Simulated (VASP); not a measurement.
Runs of VASP 6.6.1 on Si. The structure is that of space group I4_1/amd (No. 141), or close to it. The cells are those of the table. 

```csv
cell,gap on the mesh (eV),pressure (GPa)
"a = 3.820, b = 3.820, c = 3.969 Å, angles 58.7, 58.7, 62.6°, 2 atoms",none,-0.1
"a = 3.835, b = 3.835, c = 3.935 Å, angles 59.1, 59.1, 61.7°, 2 atoms",0.10,-0.1
"a = 4.034, b = 3.587, c = 4.026 Å, angles 63.7, 52.9, 63.4°, 2 atoms",none,0.0
"a = 3.805, b = 3.805, c = 4.003 Å, angles 58.3, 58.3, 63.5°, 2 atoms",none,-0.1
"a = 3.941, b = 3.941, c = 3.732 Å, angles 61.7, 61.7, 56.5°, 2 atoms",(a),0.0
```

Alike in all rows: task single point; level PBE; potentials or basis VASP PAW PBE potentials, release 64 (Si); no spin polarisation; k mesh 8 × 8 × 8; cutoff (eV) 520; smearing gaussian 0.05 eV.

Q: Estimate the missing entries.

A: (a) 0.08.

Caveats: semilocal functionals underestimate gaps, and a narrow one can read as zero; the stress differs along the axes, from -2 to 4 GPa (at least some runs); the stress differs along the axes, from -16 to 8 GPa (at least some runs); the stress differs along the axes, from -3 to 5 GPa (at least some runs); the stress differs along the axes, from -8 to 4 GPa (at least some runs).

A k mesh can miss the band edges.

A gap of «none» marks levels without a gap at the run's occupations.
